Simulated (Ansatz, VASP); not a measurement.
# Ti in VASP and in Ansatz

Contents of INCAR:

```
SYSTEM = Ti
ALGO = Normal
EDIFF = 1E-8
ENCUT = 400
GGA = PE
GGA_COMPAT = .FALSE.
ISIF = 2
ISMEAR = -1
LASPH = .TRUE.
LCHARG = .FALSE.
LEFG = .TRUE.
LREAL = .FALSE.
LWAVE = .FALSE.
NBANDS = 12
NELM = 120
PREC = Accurate
SIGMA = 0.05
```

File KPOINTS:

```
k-points
0
G
  14 14 14
  0 0 0
```

POSCAR

```
Ti
1.0
   -1.6574100000      1.6410000000      1.6410000000
    1.6410000000     -1.6574100000      1.6410000000
    1.6410000000      1.6410000000     -1.6574100000
Ti
1
Direct
    0.0000000000      0.0000000000      0.0000000000
```

Input for Ansatz:

```yaml
crystal:
  lattice:
    - [-1.65741, 1.641, 1.641]
    - [1.641, -1.65741, 1.641]
    - [1.641, 1.641, -1.65741]
  atoms:
    - { symbol: Ti, position: [0.0, 0.0, 0.0] }
kpoints:
  mp_grid: { grid: [14, 14, 14] }
scf:
  occupations: { method: fermi_dirac, width: 0.05 }
hamiltonian:
  xc: pbe
  pseudopotentials: { kind: all_electron, datasets: crystal }
output:
  forces: true
  stress: true
  eigenvalues: true
  efg: { contact_densities: true }
```

Change from the starting cell: equal xy, yz and zx shear strains of -1 %, crystal datasets.

Alike in both runs: task electric field gradients; functional PBE; k mesh 14 × 14 × 14; occupations fermi-dirac, width 0.05 eV; no spin polarisation.

|  | VASP | Ansatz |
| --- | --- | --- |
| version | VASP 6.6.1 | Ansatz 0.2.0 |
| potentials or method | VASP PAW PBE potentials, release 64 (Ti_sv), cutoff 400 eV | all-electron PAW with datasets made for the crystal, scalar-relativistic |

Ansatz gave:

| Property | Result |
| --- | --- |
| pressure (GPa) | -2.4 |
| traceless stress, the component that is largest in VASP (GPa) | 0.37 |
| size of Vzz on the site where it differs most (V/Å²) | 4.6 |

Problem. What did VASP give for the same quantities?

Solution. Pressure (GPa): -3.3; traceless stress, the component that is largest in VASP (GPa): 0.37; size of Vzz on the site where it differs most (V/Å²): 4.7.

Ansatz ran all-electron here, and VASP with PAW potentials.
